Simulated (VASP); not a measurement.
Input of a VASP 6.6.1 run:

Contents of INCAR:

```
  ALGO = Normal
  EDIFF = 1E-7
  ENCUT = 520
  GGA = PE
  ISIF = 2
  ISMEAR = 0
  LASPH = T
  LCHARG = T
  LELF = T
  LREAL = F
  LVHAR = T
  LWAVE = F
  NBANDS = 26
  NELM = 60
  PREC = Accurate
  SIGMA = 0.02
```

Contents of KPOINTS:

```
k-points
0
Gamma
  12 12 4
```

File POSCAR:

```
ZnS
1.0
    3.8440669355      0.0000000000      0.0000000000
   -1.9220334677      3.3290596200      0.0000000000
    0.0000000000      0.0000000000      6.1155037694
Zn S
2 2
Direct
    0.3333333333      0.6666666667     -0.0026110624
    0.6666666667      0.3333333333      0.4973889376
    0.3333333333      0.6666666667      0.3776110624
    0.6666666667      0.3333333333      0.8776110624
```

Potentials or basis: VASP PAW PBE potentials, release 64 (Zn, S).

The run is started by

```sh
$ cat potpaw_PBE.64/Zn/POTCAR potpaw_PBE.64/S/POTCAR > POTCAR
$ mpirun -np 1 vasp_std > vasp.out
```

(1) Estimate the largest force.

(2) Estimate the band gap on the k mesh.

(3) Estimate the pressure.

## Answers

(1) 0.003 eV/Å.

(2) 2.23 eV.

(3) 2.5 GPa.

Caveat: the cell differs from its parent crystal (strain along c alone, the other axes held: -3.0 %, then relaxed in part).
